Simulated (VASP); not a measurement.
# F (C2/c) in VASP: notebook

The runs below take F through single point, with PBE+D3(BJ).

Everything below comes from runs of VASP 6.6.1. Logs are shortened: lines on timing, memory, paths and dates and some standing lists are left out, and cuts for length are marked.

## 1. The cell of the first run

It takes space group C2/c (No. 15, monoclinic). The conventional cell has a = 5.626 Å, b = 3.702 Å, c = 7.025 Å, α = 90.00°, β = 91.00°, γ = 90.00°. Within 2.0 Å of F (site symmetry 1) lie 1 F at 1.46 Å.

## 2. Single point, PBE+D3(BJ) (18.29 Å³/atom)

INCAR

```
PREC = Accurate
ENCUT = 520
EDIFF = 1E-6
ISMEAR = 0
SIGMA = 0.05
LREAL = False
LASPH = True
NELM = 100
ALGO = Normal
ISIF = 2
LWAVE = False
LCHARG = True
GGA = PE
IVDW = 12
LELF = True
LVHAR = True
NBANDS = 22
```

KPOINTS

```
regular mesh
0
Gamma
  8 8 4
```

POSCAR

```
F
1.0
    2.7976596661     -1.8509191892      0.2952452336
    2.7976596661      1.8509191892      0.2952452336
   -0.8588834227      0.0000000000      6.9723743880
F
4
Direct
    0.9138648456      0.5855481450      0.0939279973
    0.4144518550      0.0861351544      0.4060720027
    0.0861351544      0.4144518550      0.9060720027
    0.5855481450      0.9138648456      0.5939279973
```

Potentials or basis: VASP PAW PBE potentials, release 64 (F).

On the command line:

```bash
$ cat potpaw_PBE.64/F/POTCAR > POTCAR
$ mpirun -np 1 vasp_std > vasp.out
```

OUTCAR:

```text
PREC = Accurate
   ENCUT = 520
   EDIFF = 1E-6
   ISMEAR = 0
   LREAL = False
   LASPH = True
   NELM = 100
   ISIF = 2
   GGA = PE
   IVDW = 12
 IVDW          = 12

 ion  position               nearest neighbor table
   1  0.914  0.586  0.094-   3 1.46
   2  0.414  0.086  0.406-   4 1.46
   3  0.086  0.414  0.906-   1 1.46
   4  0.586  0.914  0.594-   2 1.46

  LATTYP: Found a base centered monoclinic cell.
 ALAT       =     5.6263911543
 B/A-ratio  =     0.6579418808
 C/A-ratio  =     1.2485935080
 COS(beta)  =    -0.0174216845

  Lattice vectors:

 A1 = (   2.7976596661,  -1.8509191892,   0.2952452336)
 A2 = (   2.7976596661,   1.8509191892,   0.2952452336)
 A3 = (  -0.8588834227,   0.0000000000,   6.9723743880)

Analysis of symmetry for initial positions (statically):
=====================================================================
 Subroutine PRICEL returns:
 Original cell was already a primitive cell.

 Routine SETGRP: Setting up the symmetry group for a
 base centered monoclinic supercell.

 Subroutine GETGRP returns: Found  4 space group operations
 (whereof  2 operations were pure point group operations)
 out of a pool of  4 trial point group operations.

The static configuration has the point symmetry S_2 .
 The point group associated with its full space group is C_2h.

Analysis of symmetry for dynamics (positions and initial velocities):
=====================================================================
 Subroutine PRICEL returns:
 Original cell was already a primitive cell.

 Routine SETGRP: Setting up the symmetry group for a
 base centered monoclinic supercell.

 Subroutine GETGRP returns: Found  4 space group operations
 (whereof  2 operations were pure point group operations)
 out of a pool of  4 trial point group operations.

The dynamic configuration has the point symmetry S_2 .
 The point group associated with its full space group is C_2h.

 Subroutine INISYM returns: Found  4 space group operations
 (whereof  2 operations are pure point group operations),
 and found     1 'primitive' translations

----------------------------------------------------------------------------------------

                                     Primitive cell

  volume of cell :      73.1480

  direct lattice vectors                    reciprocal lattice vectors
     2.797659666 -1.850919189  0.295245234     0.176427265 -0.270136051  0.021732977
     2.797659666  1.850919189  0.295245234     0.176427265  0.270136051  0.021732977
    -0.858883423  0.000000000  6.972374388    -0.014941627  0.000000000  0.141582599

  length of vectors
     3.367487372  3.367487372  7.025075469     0.323376542  0.323376542  0.142368832

  position of ions in fractional coordinates (direct lattice)
     0.913864846  0.585548145  0.093927997
     0.414451855  0.086135154  0.406072003
     0.086135154  0.414451855  0.906072003
     0.585548145  0.913864846  0.593927997

  ion indices of the primitive-cell ions
   primitive index   ion index
                 1           1
                 2           2
                 3           3
                 4           4

----------------------------------------------------------------------------------------

 KPOINTS: regular mesh

Automatic generation of k-mesh.
 Grid dimensions read from file:
 generate k-points for:    8    8    4

 Generating k-lattice:

  Cartesian coordinates                     Fractional coordinates (reciprocal lattice)
     0.022053408 -0.033767006  0.002716622     0.125000000  0.000000000  0.000000000
     0.022053408  0.033767006  0.002716622     0.000000000  0.125000000  0.000000000
    -0.003735407  0.000000000  0.035395650     0.000000000  0.000000000  0.250000000

  Length of vectors
     0.040422068  0.040422068  0.035592208

  Shift w.r.t. Gamma in fractional coordinates (k-lattice)
     0.000000000  0.000000000  0.000000000

 Subroutine IBZKPT returns following result:
 ===========================================

 Found     78 irreducible k-points:

 Following reciprocal coordinates:
            Coordinates               Weight
  0.000000  0.000000  0.000000      1.000000
  0.125000  0.000000  0.000000      4.000000
  0.250000  0.000000  0.000000      4.000000
  0.375000  0.000000 -0.000000      4.000000
  0.500000  0.000000  0.000000      2.000000
  0.125000  0.125000  0.000000      2.000000
[... 16 lines left out ...]
  0.125000  0.000000  0.250000      4.000000
  0.250000  0.000000  0.250000      4.000000
 [... further k-points ...]
   k-points           NKPTS =     78   k-points in BZ     NKDIM =     78   number of bands    NBANDS=     22
   number of dos      NEDOS =    301   number of ions     NIONS =      4
   total plane-waves  NPLWV =  42336
   dimension x,y,z NGX =    28 NGY =   28 NGZ =   54
   dimension x,y,z NGXF=    56 NGYF=   56 NGZF=  108
   ions per type =               4
   NGX,Y,Z   is equivalent  to a cutoff of  13.82, 13.82, 12.78 a.u.
   NGXF,Y,Z  is equivalent  to a cutoff of  27.65, 27.65, 25.56 a.u.
 SYSTEM =  unknown system
   PREC   = accura    normal or accurate (medium, high low for compatibility)
   ISTART =      0    job   : 0-new  1-cont  2-samecut
   ICHARG =      2    charge: 1-file 2-atom 10-const
   ISPIN  =      1    spin polarized calculation?
   LNONCOLLINEAR =      F non collinear calculations
   LSORBIT =      F    spin-orbit coupling
   LASPH  =      T    aspherical Exc in radial PAW
   ENCUT  =  520.0 eV  38.22 Ry    6.18 a.u.   6.26  6.26 13.06*2*pi/ulx,y,z
   NELM   =    100;   NELMIN=  2; NELMDL= -5     # of ELM steps
   EDIFF  = 0.1E-05   stopping-criterion for ELM
   LREAL  =      F    real-space projection
   EDIFFG = 0.1E-04   stopping-criterion for IOM
   NSW    =      0    number of steps for IOM
   IBRION =     -1    ionic relax: 0-MD 1-quasi-New 2-CG
   NFREE  =      0    steps in history (QN), initial steepest desc. (CG)
   ISIF   =      2    stress and relaxation
   ISYM   =      2    0-nonsym 1-usesym 2-fastsym
   POTIM  = 0.5000    time-step for ionic-motion
   TEBEG  =    0.0;   TEEND  =   0.0 temperature during run
   PSTRESS=    0.0 pullay stress
   NELECT =      28.0000    total number of electrons
   NUPDOWN=      -1.0000    fix difference up-down
   EMIN   =  10.00;   EMAX   =-10.00  energy-range for DOS
   EFERMI =   0.00;   METHOD = LEGACY
   ISMEAR =     0;   SIGMA  =   0.05  broadening in eV -4-tet -1-fermi 0-gaus
   EFERMI_NEDOS =   21; number of points for ismear=-14 and -15
   IALGO  =     38    algorithm
   IMIX   =      4    mixing-type and parameters
     AMIX     =   0.40;   BMIX     =  1.00
     AMIX_MAG =   1.60;   BMIX_MAG =  1.00
  volume/ion in A,a.u.               =      18.29       123.41
  Fermi-wavevector in a.u.,A,eV,Ry     =   1.188666  2.246254 19.224053  1.412928
  Thomas-Fermi vector in A             =   2.324791
   LORBIT       =      0    0 simple, 1 ext, 2 COOP (PROOUT), +10 PAW based schemes
   GGA     = PE    functional components
   LHFCALC =     F    Hartree Fock is set to
   AEXX    =    0.0000 exact exchange contribution
   IVDW    =    12    specifies the selected vdW correction
   LEPSILON=     F    determine dielectric tensor
   LRPA    =     F    only Hartree local field effects (RPA)
 non-spin polarized calculation
 Gauss-broadening in eV      SIGMA  =   0.05
  energy-cutoff  :      520.00
  volume of cell :       73.15
 maximum number of plane-waves:      1984
 NGX is ok and might be reduce to    28
   NGX = 13   NGY = 13   NGZ = 27

 number of electron      28.0000009 magnetization

 Free energy of the ion-electron system (eV)
  ---------------------------------------------------
  ext. energy  EPLUGINS =         0.00000000
  ---------------------------------------------------
  free energy    TOTEN  =        -7.27788620 eV

  energy without entropy =       -7.27788620  energy(sigma->0) =       -7.27788620

 E-fermi :  -5.7718     XC(G=0):  -7.0964

 val. band max:       -5.9902972069   @ k =   0.0000   0.0000   0.0000
 cond. band min:      -3.5038360666   @ k =   0.0000   0.0000   0.0000
 fundamental gap:      2.4864611403
 Fermi energy:        -5.7717940309

 k-point     1 :       0.0000    0.0000    0.0000
  band No.  band energies     occupation
      1     -29.9918      2.00000
      2     -29.9071      2.00000
      3     -24.6364      2.00000
      4     -24.4231      2.00000
      5     -11.9381      2.00000
      6     -11.4366      2.00000
[... 14 lines left out ...]
     21      13.5702      0.00000
     22      14.0239      0.00000

 k-point     2 :       0.1250    0.0000    0.0000
  band No.  band energies     occupation
      1     -29.9813      2.00000
      2     -29.9028      2.00000
      3     -24.6266      2.00000
      4     -24.4302      2.00000
      5     -11.9227      2.00000
      6     -11.4558      2.00000
[... 14 lines left out ...]
     21      12.7186      0.00000
     22      13.7197      0.00000

 k-point     3 :       0.2500    0.0000    0.0000
  band No.  band energies     occupation
      1     -29.9539      2.00000
      2     -29.8937      2.00000
      3     -24.5999      2.00000
      4     -24.4499      2.00000
      5     -11.8765      2.00000
      6     -11.5119      2.00000
[... 14 lines left out ...]
     21      12.1689      0.00000
     22      12.6435      0.00000
[... 476 lines left out ...]
 k-point    23 :       0.1250    0.0000    0.2500
  band No.  band energies     occupation
      1     -29.9698      2.00000
      2     -29.9145      2.00000
      3     -24.5975      2.00000
      4     -24.4592      2.00000
      5     -11.8580      2.00000
      6     -11.5289      2.00000
[... 14 lines left out ...]
     21      12.7237      0.00000
     22      13.8175      0.00000

 k-point    24 :       0.2500    0.0000    0.2500
  band No.  band energies     occupation
      1     -29.9452      2.00000
      2     -29.9030      2.00000
      3     -24.5776      2.00000
      4     -24.4726      2.00000
      5     -11.8226      2.00000
      6     -11.5652      2.00000
[... 14 lines left out ...]
     21      11.2830      0.00000
     22      12.0952      0.00000

 [... further k-points ...]

------------------------ aborting loop because EDIFF is reached ----------------------------------------

 Edisp (eV)   -0.09982

 E8    (eV) :    -0.0215

  FORCE on cell =-STRESS in cart. coord.  units (eV):
  Direction    XX          YY          ZZ          XY          YZ          ZX
  --------------------------------------------------------------------------------------
  -------------------------------------------------------------------------------------
  Total      -0.27450    -0.92815    -2.98671     0.00000     0.00000     0.34936
  in kB      -6.01251   -20.32950   -65.41851     0.00000     0.00000     7.65215
  external pressure =      -30.59 kB  Pullay stress =        0.00 kB

 VOLUME and BASIS-vectors are now :
 -----------------------------------------------------------------------------
  energy-cutoff  :      520.00
  volume of cell :       73.15
      direct lattice vectors                 reciprocal lattice vectors
     2.797659666 -1.850919189  0.295245234     0.176427265 -0.270136051  0.021732977
     2.797659666  1.850919189  0.295245234     0.176427265  0.270136051  0.021732977
    -0.858883423  0.000000000  6.972374388    -0.014941627  0.000000000  0.141582599

 POSITION                                       TOTAL-FORCE (eV/Angst)
 -----------------------------------------------------------------------------------
      4.11417     -0.60769      1.09760         0.125580     -0.487128     -0.981785
      1.05170     -0.60769      2.97908        -0.125580     -0.487128      0.981785
      0.62226      0.60769      6.46527        -0.125580      0.487128      0.981785
      3.68473      0.60769      4.58378         0.125580      0.487128     -0.981785
 -----------------------------------------------------------------------------------
    total drift:                               -0.000000     -0.000000      0.000000

  FREE ENERGIE OF THE ION-ELECTRON SYSTEM (eV)
  ---------------------------------------------------
  free  energy   TOTEN  =        -7.3777069621 eV

  energy  without entropy=       -7.3777069621  energy(sigma->0) =       -7.37770696
```

It took 2.7 min on 1 thread of Oxide Virtual Turin-like, shared host; peak memory 0.21 GiB.

What came out:

- Free energy: -7.3777 eV
- Pressure: -3.1 GPa
- Largest force: 1.103 eV/Å
- Band gap on the k mesh: 2.49 eV
- Dispersion energy per atom: -0.025 eV

Forces in eV/Å, atoms in the order of the input:
```
F    0.126 -0.487 -0.982
F   -0.126 -0.487  0.982
F   -0.126  0.487  0.982
F    0.126  0.487 -0.982
```

Stress tensor (GPa, compression positive):
```
-0.60  0.00  0.77
 0.00 -2.03  0.00
 0.77  0.00 -6.54
```

Caveat: the stress differs along the axes, from -7 to -1 GPa; forces of over 1 eV/Å act on the atoms, so gaps and moduli don't describe the material at rest. A k mesh can miss the band edges.

[end of part 1 of 2]
